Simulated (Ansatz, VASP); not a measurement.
This is a calculation of Ce for VASP 6.6.1.

File INCAR:

```
PREC = Accurate
ENCUT = 520
EDIFF = 1E-6
ISMEAR = -1
SIGMA = 0.05
LREAL = F
LASPH = T
NELM = 60
ALGO = Normal
ISIF = 2
LWAVE = F
LCHARG = F
GGA = PE
NBANDS = 12
```

File KPOINTS:

```
Automatic mesh
0
Gamma
  9 9 9
```

POSCAR

```
Ce
1.0
    0.0000000000      2.5806000000      2.5806000000
    2.5806000000      0.0000000000      2.5806000000
    2.5806000000      2.5806000000      0.0000000000
Ce
1
Direct
    0.0000000000      0.0000000000      0.0000000000
```

Potentials or basis: VASP PAW PBE potentials, release 64 (Ce).

Run with:

```sh
$ cat potpaw_PBE.64/Ce/POTCAR > POTCAR
$ mpirun -np 1 vasp_std > vasp.out
```

Problem. Set up the same calculation for Ansatz 0.2.0. Potentials there: Ansatz PAW.

Solution. As run (the cutoff follows the program's own potentials):

Contents of input.yaml:

```yaml
crystal:
  lattice:
    - [0.0, 2.5806, 2.5806]
    - [2.5806, 0.0, 2.5806]
    - [2.5806, 2.5806, 0.0]
  atoms:
    - { symbol: Ce, position: [0.0, 0.0, 0.0] }
hamiltonian:
  xc: pbe
  pseudopotentials: { kind: paw }
kpoints:
  mp_grid: { grid: [9, 9, 9] }
scf:
  occupations: { method: fermi_dirac, width: 0.05 }
output:
  forces: true
  stress: true
  eigenvalues: true
```

Potentials or basis: Ansatz PAW.

Launch:

```bash
$ ansatz run input.yaml --threads 2 --pin off --max-ram 5632MiB --backend cpu --events-out ev --progress --plain --runs-dir out
```

Both were run:

|  | VASP | Ansatz | Ansatz less VASP |
| --- | --- | --- | --- |
| gap on the k mesh at the Fermi level (eV) | none | none | - |
| pressure (GPa) | -6.1 | -5.9 | +0.27 |

A gap of «none» marks a metal or a gap that the smearing closes.

Spin-orbit coupling is off throughout.
